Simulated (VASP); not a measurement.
Input of a VASP 6.6.1 run:

Contents of POSCAR:

```
AlGaN2
1.0
    3.1385264200      0.0000000000      0.0000000000
    0.0000000000      3.1385264200      0.0000000000
    0.0000000000      0.0000000000      4.6434745640
Al Ga N
1 1 2
Direct
    0.5000000000      0.5000000000      0.5000000000
    0.0000000000      0.0000000000      0.0000000000
    0.5000000000      0.0000000000      0.7390831705
    0.0000000000      0.5000000000      0.2609168295
```

The input INCAR.step1:

```
SYSTEM = AlGaN2
ALGO     = Normal         ! electronic algorithm
EDIFF    = 1E-4           ! SCF threshold, eV
ENCUT    = 520            ! plane-wave cutoff, eV
GGA      = PE             ! functional
ISMEAR   = 0              ! smearing method
LASPH    = .TRUE.         ! aspherical terms in the spheres
LCHARG   = .FALSE.        ! write CHGCAR
LREAL    = .FALSE.        ! projectors in reciprocal space
LWAVE    = .TRUE.         ! write WAVECAR
NBANDS   = 21             ! bands
NELM     = 80             ! most SCF steps
PREC     = Accurate       ! precision mode
SIGMA    = 0.05           ! smearing width, eV
```

Contents of INCAR.step2:

```
SYSTEM = AlGaN2
ALGO     = Normal         ! electronic algorithm
EDIFF    = 1E-6           ! SCF threshold, eV
ENCUT    = 520            ! plane-wave cutoff, eV
ISIF     = 2              ! what is computed and relaxed
ISMEAR   = 0              ! smearing method
ISTART   = 1            
LASPH    = .TRUE.         ! aspherical terms in the spheres
LCHARG   = .FALSE.        ! write CHGCAR
LMIXTAU  = .TRUE.       
LREAL    = .FALSE.        ! projectors in reciprocal space
LWAVE    = .FALSE.        ! write WAVECAR
METAGGA  = R2SCAN         ! meta-GGA
NBANDS   = 21             ! bands
NELM     = 80             ! most SCF steps
PREC     = Accurate       ! precision mode
SIGMA    = 0.05           ! smearing width, eV
```

The input KPOINTS:

```
k-points
0
G
  8 8 6
  0 0 0
```

Potentials or basis: VASP PAW PBE potentials, release 64 (Al, Ga_d, N).

Command:

```bash
$ cat potpaw_PBE.64/Al/POTCAR potpaw_PBE.64/Ga_d/POTCAR potpaw_PBE.64/N/POTCAR > POTCAR
$ cp INCAR.step1 INCAR
$ mpirun -np 1 vasp_std > vasp.out
$ cp INCAR.step2 INCAR
$ mpirun -np 1 vasp_std > vasp.out
```

(1) What does it give for the pressure?

(2) Estimate the largest force.

(3) Estimate the band gap on the k mesh.

## Answers

(1) -8.8 GPa.

(2) 0.013 eV/Å.

(3) 2.92 eV.

Caveat: the cell differs from its parent crystal (strain +0.000 along x and y, +0.050 along z); the stress differs along the axes, from -14 to -6 GPa; the PAW data sets were made with another functional, which shifts forces and pressure a little.
